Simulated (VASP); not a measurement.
Input of a VASP 6.6.1 run:

INCAR

```
SYSTEM = Ga3SbN2
  PREC = Accurate
  ENCUT = 520
  EDIFF = 1E-7
  ISMEAR = 0
  SIGMA = 0.1
  LREAL = .False.
  LASPH = .True.
  NELM = 100
  ALGO = Normal
  ISIF = 2
  LWAVE = .False.
  LCHARG = .True.
  GGA = PE
  LELF = .True.
  LVHAR = .True.
  NBANDS = 36
```

KPOINTS

```
regular mesh
0
Gamma
  6 6 4
  0 0 0
```

POSCAR

```
Ga3SbN2
1.0
    5.2772056700      0.0000000035      0.0000000000
   -2.6386028380      4.5701941694      0.0000000000
    0.0000000000      0.0000000000      6.5781789057
Ga Sb N
3 1 2
Direct
    0.5000000000      0.0000000000      0.0000000000
    0.0000000000      0.5000000000      0.0000000000
    0.5000000000      0.5000000000      0.0000000000
    0.0000000000      0.0000000000      0.5000000000
    0.0000000000      0.0000000000      0.2053634125
    0.0000000000      0.0000000000      0.7946365875
```

Potentials or basis: VASP PAW PBE potentials, release 64 (Ga_d, Sb, N).

Command:

```sh
$ cat potpaw_PBE.64/Ga_d/POTCAR potpaw_PBE.64/Sb/POTCAR potpaw_PBE.64/N/POTCAR > POTCAR
$ mpirun -np 1 vasp_std > vasp.out
```

**Question.** Predict the band gap on the k mesh.

**Answer.** Zero (bands 27 and 28 overlap by 2.33 eV).

**Question.** What does it give for the largest force?

**Answer.** 0.235 eV/Å.

Stress tensor (GPa, compression positive):
```
0.23 0.00 0.00
0.00 0.23 0.00
0.00 0.00 0.82
```

Caveat: spin-orbit coupling is left out, which moves the levels of the heavy elements.
